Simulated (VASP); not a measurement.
Write the native input for VASP 6.6.1 that does the following.

| Property | Result |
| --- | --- |
| Task | single point |
| Functional | PBE |
| Potentials or basis | VASP PAW PBE potentials, release 64 (Si, N) |
| Cutoff | 520 eV |
| k mesh | 6 × 6 × 6 |
| Occupations | fermi-dirac, width 0.02 eV |
| Spin | no spin polarisation |
| Dipole correction | no |
| Further INCAR settings | ALGO = Normal; EDIFF = 1e-07; NBANDS = 45 |

The structure of Si3N4 lies in POSCAR:

```
Si3N4
1.0
   -3.2213760741      3.2213760741      3.2213760741
    3.2213760741     -3.2213760741      3.2213760741
    3.2213760741      3.2213760741     -3.2213760741
Si N
6 8
Direct
    0.3750000000      0.2500000000      0.6250000000
    0.6250000000      0.3750000000      0.2500000000
    0.8750000000      0.1250000000      0.7500000000
    0.2500000000      0.6250000000      0.3750000000
    0.7500000000      0.8750000000      0.1250000000
    0.1250000000      0.7500000000      0.8750000000
    0.5000000000      0.0000000000      0.0625071014
    0.5625071014      0.5000000000      0.0000000000
    0.9374928986      0.9374928986      0.9374928986
    0.0000000000      0.5625071014      0.5000000000
    0.4374928986      0.4374928986      0.4374928986
    0.0000000000      0.0625071014      0.5000000000
    0.5000000000      0.0000000000      0.5625071014
    0.0625071014      0.5000000000      0.0000000000
```

The input as run:

INCAR

```
PREC = Accurate
ENCUT = 520
EDIFF = 1E-7
ISMEAR = -1
SIGMA = 0.02
LREAL = F
LASPH = T
NELM = 60
ALGO = Normal
ISIF = 2
LWAVE = F
LCHARG = F
GGA = PE
NBANDS = 45
```

KPOINTS

```
Automatic mesh
0
Gamma
  6 6 6
```

Potentials or basis: VASP PAW PBE potentials, release 64 (Si, N).

Launch:

```console
$ cat potpaw_PBE.64/Si/POTCAR potpaw_PBE.64/N/POTCAR > POTCAR
$ mpirun -np 1 vasp_std > vasp.out
```

It gave:

```json
{"Pressure": "5.7 GPa", "Largest force": "0.044 eV/Å", "Band gap on the k mesh": "4.13 eV, indirect (least direct gap 4.31 eV)"}
```

Wall time 82 s on 1 thread of Intel(R) Xeon(R) Platinum 8488C (Sapphire Rapids) (shared host), peak memory 0.28 GiB.
